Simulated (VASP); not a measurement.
# Br (P6_3/mmc) in VASP: density of states with PBE

Aim: the density of states of Br with PBE.

Everything below comes from runs of VASP 6.6.1. Logs are shortened: lines on timing, memory, paths and dates and some standing lists are left out, and cuts for length are marked.

## (1) The cell of the first run

Symmetry: P6_3/mmc, No. 194, hexagonal system. The conventional cell has a = 2.639 Å, b = 2.639 Å, c = 4.284 Å, α = 90.00°, β = 90.00°, γ = 120.00°. Within 3.5 Å of Br (site symmetry -6m2) lie 12 Br at 2.63 to 2.64 Å.

## (2) Density of states, PBE (volume scaled by 0.45)

The input, POSCAR:

```
Br
1.0
    2.6388808427      0.0000000000      0.0000000000
   -1.3194404214      2.2853378473      0.0000000000
    0.0000000000      0.0000000000      4.2838534414
Br
2
Direct
    0.3333333333      0.6666666667      0.2500000000
    0.6666666667      0.3333333333      0.7500000000
```

The input, INCAR.step1:

```
SYSTEM = Br
PREC     = Accurate       ! precision mode
ENCUT    = 520            ! plane-wave cutoff, eV
EDIFF    = 1E-6           ! SCF threshold, eV
ISMEAR   = -1             ! smearing method
SIGMA    = 0.05           ! smearing width, eV
LREAL    = .FALSE.        ! projectors in reciprocal space
LASPH    = .TRUE.         ! aspherical terms in the spheres
NELM     = 60             ! most SCF steps
ALGO     = Normal         ! electronic algorithm
ISIF     = 2              ! what is computed and relaxed
LWAVE    = .FALSE.        ! write WAVECAR
LCHARG   = .TRUE.         ! write CHGCAR
GGA      = PE             ! functional
NBANDS   = 14             ! bands
```

The input, KPOINTS.step1:

```
Automatic mesh
0
G
  14 14 8
  0 0 0
```

The input, INCAR.step2:

```
SYSTEM = Br
PREC     = Accurate       ! precision mode
ENCUT    = 520            ! plane-wave cutoff, eV
EDIFF    = 1E-6           ! SCF threshold, eV
ISMEAR   = -5             ! smearing method
SIGMA    = 0.05           ! smearing width, eV
LREAL    = .FALSE.        ! projectors in reciprocal space
LASPH    = .TRUE.         ! aspherical terms in the spheres
NELM     = 60             ! most SCF steps
ALGO     = Normal         ! electronic algorithm
ISIF     = 2              ! what is computed and relaxed
LWAVE    = .FALSE.        ! write WAVECAR
LCHARG   = .FALSE.        ! write CHGCAR
GGA      = PE             ! functional
LORBIT   = 11             ! projections on sites
NBANDS   = 14             ! bands
NEDOS    = 2001           ! points of the DOS
ICHARG   = 11             ! starting density
```

The input, KPOINTS.step2:

```
Automatic mesh
0
G
  21 21 12
  0 0 0
```

Potentials or basis: VASP PAW PBE potentials, release 64 (Br).

Started as:

```console
cat potpaw_PBE.64/Br/POTCAR > POTCAR
cp INCAR.step1 INCAR
cp KPOINTS.step1 KPOINTS
mpirun -np 1 vasp_std > vasp.out
cp INCAR.step2 INCAR
cp KPOINTS.step2 KPOINTS
mpirun -np 1 vasp_std > vasp.out
```

OUTCAR:

```text
SYSTEM = Br
   PREC = Accurate
   ENCUT = 520
   EDIFF = 1E-6
   ISMEAR = -5
   LREAL = .FALSE.
   LASPH = .TRUE.
   NELM = 60
   ISIF = 2
   GGA = PE
   LORBIT = 11
   ICHARG = 11

 ion  position               nearest neighbor table
   1  0.333  0.667  0.250-   2 2.63   2 2.63   2 2.63   2 2.63   2 2.63   2 2.63
   2  0.667  0.333  0.750-   1 2.63   1 2.63   1 2.63   1 2.63   1 2.63   1 2.63

  LATTYP: Found a hexagonal cell.
 ALAT       =     2.6388808427
 C/A-ratio  =     1.6233599381

  Lattice vectors:

 A1 = (   2.6388808427,   0.0000000000,   0.0000000000)
 A2 = (  -1.3194404214,   2.2853378473,   0.0000000000)
 A3 = (   0.0000000000,   0.0000000000,   4.2838534414)

Analysis of symmetry for initial positions (statically):
=====================================================================
 Subroutine PRICEL returns:
 Original cell was already a primitive cell.

 Routine SETGRP: Setting up the symmetry group for a
 hexagonal supercell.

 Subroutine GETGRP returns: Found 24 space group operations
 (whereof 12 operations were pure point group operations)
 out of a pool of 24 trial point group operations.

The static configuration has the point symmetry D_3d.
 The point group associated with its full space group is D_6h.

Analysis of symmetry for dynamics (positions and initial velocities):
=====================================================================
 Subroutine PRICEL returns:
 Original cell was already a primitive cell.

 Routine SETGRP: Setting up the symmetry group for a
 hexagonal supercell.

 Subroutine GETGRP returns: Found 24 space group operations
 (whereof 12 operations were pure point group operations)
 out of a pool of 24 trial point group operations.

The dynamic configuration has the point symmetry D_3d.
 The point group associated with its full space group is D_6h.

 Subroutine INISYM returns: Found 24 space group operations
 (whereof 12 operations are pure point group operations),
 and found     1 'primitive' translations

----------------------------------------------------------------------------------------

                                     Primitive cell

  volume of cell :      25.8348

  direct lattice vectors                    reciprocal lattice vectors
     2.638880843  0.000000000  0.000000000     0.378948524  0.218786032  0.000000000
    -1.319440421  2.285337847  0.000000000     0.000000000  0.437572065  0.000000000
     0.000000000  0.000000000  4.283853441     0.000000000  0.000000000  0.233434690

  length of vectors
     2.638880843  2.638880843  4.283853441     0.437572065  0.437572065  0.233434690

  position of ions in fractional coordinates (direct lattice)
     0.333333333  0.666666667  0.250000000
     0.666666667  0.333333333  0.750000000

  ion indices of the primitive-cell ions
   primitive index   ion index
                 1           1
                 2           2

----------------------------------------------------------------------------------------

 KPOINTS: Automatic mesh

Automatic generation of k-mesh.
 Grid dimensions read from file:
 generate k-points for:   21   21   12

 Generating k-lattice:

  Cartesian coordinates                     Fractional coordinates (reciprocal lattice)
     0.018045168  0.010418382  0.000000000     0.047619048  0.000000000  0.000000000
     0.000000000  0.020836765  0.000000000     0.000000000  0.047619048  0.000000000
     0.000000000  0.000000000  0.019452891     0.000000000  0.000000000  0.083333333

  Length of vectors
     0.020836765  0.020836765  0.019452891

  Shift w.r.t. Gamma in fractional coordinates (k-lattice)
     0.000000000  0.000000000  0.000000000

 TETIRR: Found   5376 inequivalent tetrahedra from    31752

 Subroutine IBZKPT returns following result:
 ===========================================

 Found    336 irreducible k-points:

 Following reciprocal coordinates:
            Coordinates               Weight
  0.000000  0.000000  0.000000      1.000000
  0.047619  0.000000  0.000000      6.000000
  0.095238  0.000000  0.000000      6.000000
  0.142857  0.000000  0.000000      6.000000
  0.190476  0.000000  0.000000      6.000000
  0.238095  0.000000  0.000000      6.000000
[... 16 lines left out ...]
  0.142857  0.095238  0.000000     12.000000
  0.190476  0.095238  0.000000     12.000000
 [... further k-points ...]
   k-points           NKPTS =    336   k-points in BZ     NKDIM =    336   number of bands    NBANDS=     14
   number of dos      NEDOS =   2001   number of ions     NIONS =      2
   total plane-waves  NPLWV =  12800
   dimension x,y,z NGX =    20 NGY =   20 NGZ =   32
   dimension x,y,z NGXF=    40 NGYF=   40 NGZF=   64
   ions per type =               2
   NGX,Y,Z   is equivalent  to a cutoff of  12.60, 12.60, 12.42 a.u.
   NGXF,Y,Z  is equivalent  to a cutoff of  25.20, 25.20, 24.84 a.u.
 SYSTEM =  Br
   PREC   = accura    normal or accurate (medium, high low for compatibility)
   ISTART =      0    job   : 0-new  1-cont  2-samecut
   ICHARG =     11    charge: 1-file 2-atom 10-const
   ISPIN  =      1    spin polarized calculation?
   LNONCOLLINEAR =      F non collinear calculations
   LSORBIT =      F    spin-orbit coupling
   LASPH  =      T    aspherical Exc in radial PAW
   ENCUT  =  520.0 eV  38.22 Ry    6.18 a.u.   4.91  4.91  7.97*2*pi/ulx,y,z
   NELM   =     60;   NELMIN=  2; NELMDL=  0     # of ELM steps
   EDIFF  = 0.1E-05   stopping-criterion for ELM
   LREAL  =      F    real-space projection
   EDIFFG = 0.1E-04   stopping-criterion for IOM
   NSW    =      0    number of steps for IOM
   IBRION =     -1    ionic relax: 0-MD 1-quasi-New 2-CG
   NFREE  =      0    steps in history (QN), initial steepest desc. (CG)
   ISIF   =      2    stress and relaxation
   ISYM   =      2    0-nonsym 1-usesym 2-fastsym
   POTIM  = 0.5000    time-step for ionic-motion
   TEBEG  =    0.0;   TEEND  =   0.0 temperature during run
   PSTRESS=    0.0 pullay stress
   NELECT =      14.0000    total number of electrons
   NUPDOWN=      -1.0000    fix difference up-down
   EMIN   =  10.00;   EMAX   =-10.00  energy-range for DOS
   EFERMI =   0.00;   METHOD = LEGACY
   ISMEAR =    -5;   SIGMA  =   0.05  broadening in eV -4-tet -1-fermi 0-gaus
   EFERMI_NEDOS =   21; number of points for ismear=-14 and -15
   IALGO  =     38    algorithm
   IMIX   =      4    mixing-type and parameters
     AMIX     =   0.40;   BMIX     =  1.00
     AMIX_MAG =   1.60;   BMIX_MAG =  1.00
  volume/ion in A,a.u.               =      12.92        87.17
  Fermi-wavevector in a.u.,A,eV,Ry     =   1.334697  2.522211 24.237625  1.781415
  Thomas-Fermi vector in A             =   2.463458
   LORBIT       =     11    0 simple, 1 ext, 2 COOP (PROOUT), +10 PAW based schemes
   GGA     = PE    functional components
   LHFCALC =     F    Hartree Fock is set to
   AEXX    =    0.0000 exact exchange contribution
   IVDW    =     0    specifies the selected vdW correction
   LEPSILON=     F    determine dielectric tensor
   LRPA    =     F    only Hartree local field effects (RPA)
 non-spin polarized calculation
 Fermi weights with tetrahedron method with Bloechl corrections
  energy-cutoff  :      520.00
  volume of cell :       25.83
 maximum number of plane-waves:       723
 NGX is ok and might be reduce to    20

 number of electron      13.9999996 magnetization

 Free energy of the ion-electron system (eV)
  ---------------------------------------------------
  ext. energy  EPLUGINS =         0.00000000
  ---------------------------------------------------
  free energy    TOTEN  =         3.34656943 eV

  energy without entropy =        3.34656943  energy(sigma->0) =        3.34656943

 E-fermi :  12.2569     XC(G=0): -12.9142

 val. band max:       12.3856783256   @ k =   0.2857   0.2857   0.5000
 cond. band min:      12.1351053973   @ k =   0.1905   0.0000   0.3333
 fundamental gap:     -0.2505729283
 Fermi energy:        12.2569383501

 k-point     1 :       0.0000    0.0000    0.0000
  band No.  band energies     occupation
      1     -10.7064      2.00000
      2      -5.1125      2.00000
      3       0.2402      2.00000
      4      13.2166      0.00000
      5      13.2166      0.00000
      6      15.2994      0.00000
      7      15.2994      0.00000
      8      15.6784      0.00000
      9      21.1311      0.00000
     10      24.0273      0.00000
     11      24.4191      0.00000
     12      24.4191      0.00000
     13      26.8339      0.00000
     14      26.8648      0.00000

 k-point     2 :       0.0476    0.0000    0.0000
  band No.  band energies     occupation
      1     -10.6464      2.00000
      2      -5.0604      2.00000
      3       0.3007      2.00000
      4      12.6622      0.30211
      5      13.0171      0.00000
      6      15.0351      0.00000
      7      15.3297      0.00000
      8      15.6228      0.00000
      9      21.4770      0.00000
     10      23.4353      0.00000
     11      24.5273      0.00000
     12      24.8751      0.00000
     13      26.6548      0.00000
     14      27.1286      0.00000

 k-point     3 :       0.0952    0.0000    0.0000
  band No.  band energies     occupation
      1     -10.4667      2.00000
      2      -4.9056      2.00000
      3       0.4816      2.00000
      4      11.3384      2.08076
      5      12.5305      0.31751
      6      14.2672      0.00000
      7      15.3281      0.00000
      8      15.4420      0.00000
      9      21.5861      0.00000
     10      23.2429      0.00000
     11      24.9193      0.00000
     12      25.4828      0.00000
     13      26.1062      0.00000
     14      26.2026      0.00000
[... 324 lines left out ...]
 k-point    23 :       0.1429    0.0952    0.0000
  band No.  band energies     occupation
      1      -9.5767      2.00000
      2      -4.1694      2.00000
      3       1.3762      2.00000
      4       7.8530      2.00000
      5       9.5972      2.00000
      6      12.5237      0.60940
      7      14.0217      0.00000
      8      14.3368      0.00000
      9      20.8307      0.00000
     10      22.8929      0.00000
     11      22.9619      0.00000
     12      24.5936      0.00000
     13      26.3836      0.00000
     14      26.8114      0.00000

 k-point    24 :       0.1905    0.0952    0.0000
  band No.  band energies     occupation
      1      -9.0510      2.00000
      2      -3.7689      2.00000
      3       1.9036      2.00000
      4       6.3108      2.00000
      5       8.7184      2.00000
      6      11.3279      2.04176
      7      13.5634     -0.00000
      8      13.5829      0.00000
      9      19.9941      0.00000
     10      21.7068      0.00000
     11      23.8021      0.00000
     12      24.4260      0.00000
     13      26.4214      0.00000
     14      27.3840      0.00000

 [... further k-points ...]
[... 5 lines left out ...]
  --------------------------------------------------------------------------------------
  -------------------------------------------------------------------------------------
  Total       19.4800286     19.4800286     20.1531760     -0.0000000     -0.0000000      0.0000000
  in kB     1208.0791121   1208.0791121   1249.8252162     -0.0000000     -0.0000000      0.0000000
  external PRESSURE =    1221.9944801 kB  Pullay stress =       0.0000000 kB

 VOLUME and BASIS-vectors are now :
 -----------------------------------------------------------------------------
  energy-cutoff  :      520.00
  volume of cell :       25.83
      direct lattice vectors                 reciprocal lattice vectors
     2.638880843  0.000000000  0.000000000     0.378948524  0.218786032  0.000000000
    -1.319440421  2.285337847  0.000000000     0.000000000  0.437572065  0.000000000
     0.000000000  0.000000000  4.283853441     0.000000000  0.000000000  0.233434690

 POSITION                                       TOTAL-FORCE (eV/Angst)
 -----------------------------------------------------------------------------------
     -0.00000      1.52356      1.07096         0.000000     -0.000000      0.000000
      1.31944      0.76178      3.21289        -0.000000      0.000000      0.000000
 -----------------------------------------------------------------------------------
    total drift:                                0.000000     -0.000000      0.000000

  FREE ENERGIE OF THE ION-ELECTRON SYSTEM (eV)
  ---------------------------------------------------
  free  energy   TOTEN  =         3.3465694315 eV

  energy  without entropy=        3.3465694315  energy(sigma->0) =        3.34656943

 total charge

# of ion       s       p       d       tot
------------------------------------------
    1        1.693   3.161   0.197   5.050
    2        1.693   3.161   0.197   5.050
--------------------------------------------------
tot          3.386   6.321   0.393  10.101
```

Wall time 54 s (1 thread of Intel Xeon 6975P-C (Granite Rapids), shared host); peak memory 0.21 GiB.

Results:

```yaml
Valence_electrons_inside_the_program's_atomic_spheres: Br 5.05
```

Levels at points of the mesh, in eV from the Fermi level:
```csv
k point,band 5,band 6,band 7,band 8,band 9,band 10
"(0.00, 0.00, 0.00)",0.96,3.04,3.04,3.42,8.87,11.77
"(0.00, 0.00, 0.50)",1.99,1.99,1.99,1.99,10.47,10.47
```

Caveat: tetrahedron occupations give inexact forces and stress in metals.
